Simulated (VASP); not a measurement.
A run of VASP 6.6.1:

Contents of INCAR:

```
SYSTEM = FeGe
PREC = Accurate
ENCUT = 520
EDIFF = 1E-6
ISMEAR = -1
SIGMA = 0.05
LREAL = .False.
LASPH = .True.
NELM = 150
ALGO = Normal
ISIF = 2
LWAVE = .False.
LCHARG = .False.
ISPIN = 2
MAGMOM = 0 0 0 0 3 3 3 3
LORBIT = 11
LMAXMIX = 4
GGA = PS
NBANDS = 58
```

KPOINTS

```
Automatic mesh
0
Gamma
  6 6 6
  0 0 0
```

File POSCAR:

```
FeGe
1.0
    4.5960437177      0.0000000000      0.0000000000
    0.0000000000      4.5960437177      0.0000000000
    0.0000000000      0.0000000000      4.5960437177
Ge Fe
4 4
Direct
    0.1580137971      0.3419862029      0.6580137971
    0.3419862029      0.6580137971      0.1580137971
    0.6580137971      0.1580137971      0.3419862029
    0.8419862029      0.8419862029      0.8419862029
    0.8637242822      0.6362757178      0.3637242822
    0.6362757178      0.3637242822      0.8637242822
    0.3637242822      0.8637242822      0.6362757178
    0.1362757178      0.1362757178      0.1362757178
```

Potentials or basis: VASP PAW PBE potentials, release 64 (Ge_d, Fe).

Run with:

```bash
$ cat potpaw_PBE.64/Ge_d/POTCAR potpaw_PBE.64/Fe/POTCAR > POTCAR
$ mpirun -np 1 vasp_std > vasp.out
```

Hardware: 1 thread of Intel Xeon 8259CL, with other jobs on the host.

Task: How long does it take, and how much memory?

Result: Wall time 7.2 min on 1 thread of Intel Xeon 8259CL, on a shared host, peak memory 0.35 GiB. Counts: scf iterations 15, k points 24.
